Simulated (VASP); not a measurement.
# Se (P3_121) in VASP: notebook, part 2 of 2

VASP 6.6.1.

## 6. Single point, PBE

This run uses another cell than the first one, of 29.17 Å³/atom.

File INCAR:

```
PREC     = Accurate       # precision mode
ENCUT    = 500            # plane-wave cutoff, eV
EDIFF    = 1E-6           # SCF threshold, eV
ISMEAR   = 0              # smearing method
SIGMA    = 0.01           # smearing width, eV
LREAL    = False          # projectors in reciprocal space
LASPH    = True           # aspherical terms in the spheres
NELM     = 120            # most SCF steps
ALGO     = Normal         # electronic algorithm
ISIF     = 2              # what is computed and relaxed
LWAVE    = False          # write WAVECAR
LCHARG   = True           # write CHGCAR
GGA      = PE             # functional
LELF     = True           # ELF
LVHAR    = True         
NBANDS   = 16             # bands
GGA_COMPAT= False
```

File KPOINTS:

```
Automatic mesh
0
Gamma
  5 5 4
```

File POSCAR:

```
Se
1.0
    4.4657891875      0.0000000000      0.0000000000
   -2.2328945937      3.8674867636      0.0000000000
    0.0000000000      0.0000000000      5.0665872656
Se
3
Direct
    0.2254000000      0.0000000000      0.3333333333
    0.0000000000      0.2254000000      0.6666666667
    0.7746000000      0.7746000000      0.0000000000
```

Potentials or basis: VASP PAW PBE potentials, release 64 (Se).

Command:

```
$ cat potpaw_PBE.64/Se/POTCAR > POTCAR
$ mpirun -np 1 vasp_std > vasp.out
```

OUTCAR:

```text
PREC = Accurate
   ENCUT = 500
   EDIFF = 1E-6
   ISMEAR = 0
   LREAL = False
   LASPH = True
   NELM = 120
   ISIF = 2
   GGA = PE

 ion  position               nearest neighbor table
   1  0.225  0.000  0.333-   3 2.43   2 2.43
   2  0.000  0.225  0.667-   3 2.43   1 2.43
   3  0.775  0.775  0.000-   2 2.43   1 2.43

  LATTYP: Found a hexagonal cell.
 ALAT       =     4.4657891875
 C/A-ratio  =     1.1345334616

  Lattice vectors:

 A1 = (   4.4657891875,   0.0000000000,   0.0000000000)
 A2 = (  -2.2328945937,   3.8674867636,   0.0000000000)
 A3 = (   0.0000000000,   0.0000000000,   5.0665872656)

Analysis of symmetry for initial positions (statically):
=====================================================================
 Subroutine PRICEL returns:
 Original cell was already a primitive cell.

 Routine SETGRP: Setting up the symmetry group for a
 hexagonal supercell.

 Subroutine GETGRP returns: Found  6 space group operations
 (whereof  2 operations were pure point group operations)
 out of a pool of 24 trial point group operations.

The static configuration has the point symmetry C_2 .
 The point group associated with its full space group is D_3 .

Analysis of symmetry for dynamics (positions and initial velocities):
=====================================================================
 Subroutine PRICEL returns:
 Original cell was already a primitive cell.

 Routine SETGRP: Setting up the symmetry group for a
 hexagonal supercell.

 Subroutine GETGRP returns: Found  6 space group operations
 (whereof  2 operations were pure point group operations)
 out of a pool of 24 trial point group operations.

The dynamic configuration has the point symmetry C_2 .
 The point group associated with its full space group is D_3 .

 Subroutine INISYM returns: Found  6 space group operations
 (whereof  2 operations are pure point group operations),
 and found     1 'primitive' translations

----------------------------------------------------------------------------------------

                                     Primitive cell

  volume of cell :      87.5070

  direct lattice vectors                    reciprocal lattice vectors
     4.465789188  0.000000000  0.000000000     0.223924587  0.129282925  0.000000000
    -2.232894594  3.867486764  0.000000000     0.000000000  0.258565849  0.000000000
     0.000000000  0.000000000  5.066587266     0.000000000  0.000000000  0.197371514

  length of vectors
     4.465789188  4.465789083  5.066587266     0.258565843  0.258565849  0.197371514

  position of ions in fractional coordinates (direct lattice)
     0.225400000  0.000000000  0.333333333
     1.000000000  0.225400000  0.666666667
     0.774600000  0.774600000  0.000000000

  ion indices of the primitive-cell ions
   primitive index   ion index
                 1           1
                 2           2
                 3           3

----------------------------------------------------------------------------------------

 KPOINTS: Automatic mesh

Automatic generation of k-mesh.
 Grid dimensions read from file:
 generate k-points for:    5    5    4

 Generating k-lattice:

  Cartesian coordinates                     Fractional coordinates (reciprocal lattice)
     0.044784917  0.025856585  0.000000000     0.200000000 -0.000000000  0.000000000
     0.000000000  0.051713170  0.000000000     0.000000000  0.200000000  0.000000000
     0.000000000  0.000000000  0.049342879     0.000000000  0.000000000  0.250000000

  Length of vectors
     0.051713169  0.051713170  0.049342879

  Shift w.r.t. Gamma in fractional coordinates (k-lattice)
     0.000000000  0.000000000  0.000000000

 Subroutine IBZKPT returns following result:
 ===========================================

 Found     17 irreducible k-points:

 Following reciprocal coordinates:
            Coordinates               Weight
  0.000000  0.000000  0.000000      1.000000
  0.200000  0.000000  0.000000      6.000000
  0.400000  0.000000  0.000000      6.000000
  0.200000  0.200000  0.000000      6.000000
  0.400000  0.200000  0.000000      6.000000
  0.000000  0.000000  0.250000      2.000000
[... 9 lines left out ...]
  0.200000  0.200000  0.500000      6.000000
  0.400000  0.200000  0.500000      6.000000
   k-points           NKPTS =     17   k-points in BZ     NKDIM =     17   number of bands    NBANDS=     16
   number of dos      NEDOS =    301   number of ions     NIONS =      3
   total plane-waves  NPLWV =  51840
   dimension x,y,z NGX =    36 NGY =   36 NGZ =   40
   dimension x,y,z NGXF=    72 NGYF=   72 NGZF=   80
   ions per type =               3
   NGX,Y,Z   is equivalent  to a cutoff of  13.40, 13.40, 13.12 a.u.
   NGXF,Y,Z  is equivalent  to a cutoff of  26.80, 26.80, 26.25 a.u.
 SYSTEM =  unknown system
   PREC   = accura    normal or accurate (medium, high low for compatibility)
   ISTART =      0    job   : 0-new  1-cont  2-samecut
   ICHARG =      2    charge: 1-file 2-atom 10-const
   ISPIN  =      1    spin polarized calculation?
   LNONCOLLINEAR =      F non collinear calculations
   LSORBIT =      F    spin-orbit coupling
   LASPH  =      T    aspherical Exc in radial PAW
   ENCUT  =  500.0 eV  36.75 Ry    6.06 a.u.   8.14  8.14  9.24*2*pi/ulx,y,z
   NELM   =    120;   NELMIN=  2; NELMDL= -5     # of ELM steps
   EDIFF  = 0.1E-05   stopping-criterion for ELM
   LREAL  =      F    real-space projection
   EDIFFG = 0.1E-04   stopping-criterion for IOM
   NSW    =      0    number of steps for IOM
   IBRION =     -1    ionic relax: 0-MD 1-quasi-New 2-CG
   NFREE  =      0    steps in history (QN), initial steepest desc. (CG)
   ISIF   =      2    stress and relaxation
   ISYM   =      2    0-nonsym 1-usesym 2-fastsym
   POTIM  = 0.5000    time-step for ionic-motion
   TEBEG  =    0.0;   TEEND  =   0.0 temperature during run
   PSTRESS=    0.0 pullay stress
   NELECT =      18.0000    total number of electrons
   NUPDOWN=      -1.0000    fix difference up-down
   EMIN   =  10.00;   EMAX   =-10.00  energy-range for DOS
   EFERMI =   0.00;   METHOD = LEGACY
   ISMEAR =     0;   SIGMA  =   0.01  broadening in eV -4-tet -1-fermi 0-gaus
   EFERMI_NEDOS =   21; number of points for ismear=-14 and -15
   IALGO  =     38    algorithm
   IMIX   =      4    mixing-type and parameters
     AMIX     =   0.40;   BMIX     =  1.00
     AMIX_MAG =   1.60;   BMIX_MAG =  1.00
  volume/ion in A,a.u.               =      29.17       196.84
  Fermi-wavevector in a.u.,A,eV,Ry     =   0.966388  1.826208 12.706556  0.933906
  Thomas-Fermi vector in A             =   2.096185
   LORBIT       =      0    0 simple, 1 ext, 2 COOP (PROOUT), +10 PAW based schemes
   GGA     = PE    functional components
   LHFCALC =     F    Hartree Fock is set to
   AEXX    =    0.0000 exact exchange contribution
   IVDW    =     0    specifies the selected vdW correction
   LEPSILON=     F    determine dielectric tensor
   LRPA    =     F    only Hartree local field effects (RPA)
 non-spin polarized calculation
 Gauss-broadening in eV      SIGMA  =   0.01
  energy-cutoff  :      500.00
  volume of cell :       87.51
 maximum number of plane-waves:      2245
 NGX is ok and might be reduce to    36
   NGX = 17   NGY = 17   NGZ = 19

 number of electron      17.9999999 magnetization

 Free energy of the ion-electron system (eV)
  ---------------------------------------------------
  ext. energy  EPLUGINS =         0.00000000
  ---------------------------------------------------
  free energy    TOTEN  =       -10.50314179 eV

  energy without entropy =      -10.50314179  energy(sigma->0) =      -10.50314179

 E-fermi :   2.0444     XC(G=0):  -8.5514

 val. band max:        1.9640466916   @ k =   0.4000   0.2000   0.5000
 cond. band min:       3.2258644871   @ k =   0.4000   0.2000   0.5000
 fundamental gap:      1.2618177955
 Fermi energy:         2.0444489708

 k-point     1 :       0.0000    0.0000    0.0000
  band No.  band energies     occupation
      1     -13.3020      2.00000
      2      -9.5571      2.00000
      3      -9.5571      2.00000
      4      -1.6283      2.00000
      5      -1.6283      2.00000
      6      -1.4357      2.00000
[... 8 lines left out ...]
     15       8.6503      0.00000
     16      10.4541      0.00000
[... 287 lines left out ...]
  band No.  band energies     occupation
      1     -11.9379      2.00000
      2     -11.8594      2.00000
      3      -8.5281      2.00000
      4      -3.3388      2.00000
      5      -2.4147      2.00000
      6      -2.3402      2.00000
[... 8 lines left out ...]
     15      10.7605      0.00000
     16      10.9071      0.00000

------------------------ aborting loop because EDIFF is reached ----------------------------------------

  FORCE on cell =-STRESS in cart. coord.  units (eV):
  Direction    XX          YY          ZZ          XY          YZ          ZX
  --------------------------------------------------------------------------------------
  -------------------------------------------------------------------------------------
  Total       -0.3704003     -0.3704003     -0.4872558     -0.0000000     -0.0000000      0.0000000
  in kB       -6.7817120     -6.7817115     -8.9212366     -0.0000000     -0.0000000      0.0000000
  external PRESSURE =      -7.4948867 kB  Pullay stress =       0.0000000 kB

 VOLUME and BASIS-vectors are now :
 -----------------------------------------------------------------------------
  energy-cutoff  :      500.00
  volume of cell :       87.51
      direct lattice vectors                 reciprocal lattice vectors
     4.465789188  0.000000000  0.000000000     0.223924587  0.129282925  0.000000000
    -2.232894594  3.867486764  0.000000000     0.000000000  0.258565849  0.000000000
     0.000000000  0.000000000  5.066587266     0.000000000  0.000000000  0.197371514

 POSITION                                       TOTAL-FORCE (eV/Angst)
 -----------------------------------------------------------------------------------
      1.00659      0.00000      1.68886        -0.221796      0.000000      0.000000
     -0.50329      0.87173      3.37772         0.110898     -0.192081     -0.000000
      1.72960      2.99576      0.00000         0.110898      0.192081     -0.000000
 -----------------------------------------------------------------------------------
    total drift:                                0.000000      0.000000      0.000000

  FREE ENERGIE OF THE ION-ELECTRON SYSTEM (eV)
  ---------------------------------------------------
  free  energy   TOTEN  =       -10.5031417893 eV

  energy  without entropy=      -10.5031417893  energy(sigma->0) =      -10.50314179
```

Wall time 41 s (1 thread of Intel Xeon 8259CL, shared host); peak memory 0.21 GiB.

What came out:

- Free energy: -10.5031 eV
- Pressure: -0.7 GPa
- Largest force: 0.222 eV/Å
- Band gap on the k mesh: 1.26 eV

Forces in eV/Å, atoms in the order of the input:
```
Se  -0.222  0.000  0.000
Se   0.111 -0.192  0.000
Se   0.111  0.192  0.000
```

Levels at points of the mesh, in eV from the valence-band top:
| k point | band 7 | band 8 | band 9 | band 10 | band 11 | band 12 |
| --- | --- | --- | --- | --- | --- | --- |
| (0.00, 0.00, 0.00) | -1.76 | -1.76 | -0.29 | 1.83 | 1.83 | 2.18 |
| (0.00, 0.00, 0.50) | -1.30 | -1.30 | -0.94 | 1.28 | 1.28 | 1.32 |

Caveat: an odd mesh through Γ misses points on the zone boundary, where band edges can lie.

## 7. The runs side by side

```tsv
cell	gap on the mesh (eV)	pressure (GPa)	largest force (eV/Å)
a = 4.292, b = 4.292, c = 4.870 Å, angles 90.0, 90.0, 120.0°, 3 atoms	1.19	6.5	1.02
a = 4.337, b = 4.337, c = 4.920 Å, angles 90.0, 90.0, 120.0°, 3 atoms	1.22	4.2	0.66
a = 4.381, b = 4.381, c = 4.970 Å, angles 90.0, 90.0, 120.0°, 3 atoms	1.25	2.3	0.33
a = 4.424, b = 4.424, c = 5.019 Å, angles 90.0, 90.0, 120.0°, 3 atoms	1.27	0.7	0.04
a = 4.466, b = 4.466, c = 5.067 Å, angles 90.0, 90.0, 120.0°, 3 atoms	1.26	-0.7	0.22
```

Alike in all rows: task single point; level PBE; potentials or basis VASP PAW PBE potentials, release 64 (Se); no spin polarisation; k mesh 5 × 5 × 4; cutoff (eV) 500; smearing gaussian 0.01 eV.

Caveats: an odd mesh through Γ misses points on the zone boundary, where band edges can lie; the cell stands under pressure (at least some runs); forces of over 1 eV/Å act on the atoms, so gaps and moduli don't describe the material at rest (at least some runs).

Absolute energies hang on the potentials; compare differences alone.
